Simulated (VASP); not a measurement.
Write the native input for VASP 6.6.1 that does the following.

```yaml
Task: single point
Functional: LDA
Potentials_or_basis: VASP PAW LDA potentials, release 64 (Ta_pv)
Cutoff: 520 eV
k_mesh: 13 × 13 × 13
Occupations: fermi-dirac, width 0.1 eV
Spin: no spin polarisation
Dipole_correction: no
Further_INCAR_settings: ALGO = Normal; EDIFF = 1e-07; NBANDS = 12
```

The structure of Ta lies in POSCAR:

```
Ta
1.0
   -1.6276710321      1.6276710321      1.6276710321
    1.6276710321     -1.6276710321      1.6276710321
    1.6276710321      1.6276710321     -1.6276710321
Ta
1
Direct
    0.0000000000      0.0000000000      0.0000000000
```

One way to write it, as run:

INCAR

```
SYSTEM = Ta
PREC = Accurate
ENCUT = 520
EDIFF = 1E-7
ISMEAR = -1
SIGMA = 0.1
LREAL = .FALSE.
LASPH = .TRUE.
NELM = 100
ALGO = Normal
ISIF = 2
LWAVE = .FALSE.
LCHARG = .TRUE.
LELF = .TRUE.
LVHAR = .TRUE.
NBANDS = 12
```

KPOINTS

```
regular mesh
0
G
  13 13 13
  0 0 0
```

Potentials or basis: VASP PAW LDA potentials, release 64 (Ta_pv).

Command:

```bash
$ cat potpaw_LDA.64/Ta_pv/POTCAR > POTCAR
$ mpirun -np 1 vasp_std > vasp.out
```

It gave:

- Pressure: 0.8 GPa

Wall time 6.3 s on 1 thread of Intel(R) Xeon(R) 6975P-C (Granite Rapids), on a shared host, peak memory 0.13 GiB.
